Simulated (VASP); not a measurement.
Crystal: ZnS.

```
Zn S
1.0
     3.81100    0.00000    0.00000
    -1.90550    3.30042    0.00000
     0.00000    0.00000    6.23400
Zn S
2 2
Direct
  0.33333 0.66667 0.00000
  0.66667 0.33333 0.50000
  0.33333 0.66667 0.38500
  0.66667 0.33333 0.88500
```

| Item | Value |
| --- | --- |
| Program | VASP 6.6.1 |
| Task | relaxation of cell and atoms |
| Functional | PBE |
| Dispersion | D4 |
| Potentials or basis | VASP PAW PBE potentials, release 64 (Zn, S) |
| Cutoff | 600 eV |
| k mesh | 6 × 6 × 4 |
| Occupations | methfessel-paxton, width 0.05 eV |
| Spin | no spin polarisation |

At the start: pressure -0.2 GPa; volume 19.60 Å³/atom.

Question: Where does the relaxation end?

Answer: Over 5 steps the energy falls by 5.6 meV/atom and the volume is 19.46 Å³/atom (-0.7 %); space group P6_3mc (No. 186, to 0.1 Å) before and after.

Step by step:
| step | energy change (eV) | largest force (eV/Å) | pressure (GPa) | volume (Å³) |
| --- | --- | --- | --- | --- |
| 1 | 0.0000 | 0.3269 | -0.19 | 78.41 |
| 2 | -0.0167 | 0.1044 | -0.07 | 78.14 |
| 3 | -0.0169 | 0.0695 | -0.03 | 78.10 |
| 4 | -0.0200 | 0.0436 | 0.03 | 78.02 |
| 5 | -0.0226 | 0.0136 | 0.22 | 77.83 |

Final structure:
```cif
data_structure
_symmetry_space_group_name_H-M 'P 1'
_symmetry_Int_Tables_number 1
_cell_length_a 3.7975
_cell_length_b 3.7975
_cell_length_c 6.2322
_cell_angle_alpha 90.000
_cell_angle_beta 90.000
_cell_angle_gamma 120.000
_cell_volume 77.83
loop_
_atom_site_label
_atom_site_type_symbol
_atom_site_fract_x
_atom_site_fract_y
_atom_site_fract_z
_atom_site_occupancy
Zn1 Zn 0.33333 0.66667 0.00569 1
Zn2 Zn 0.66667 0.33333 0.50569 1
S1 S 0.33333 0.66667 0.37931 1
S2 S 0.66667 0.33333 0.87931 1
```
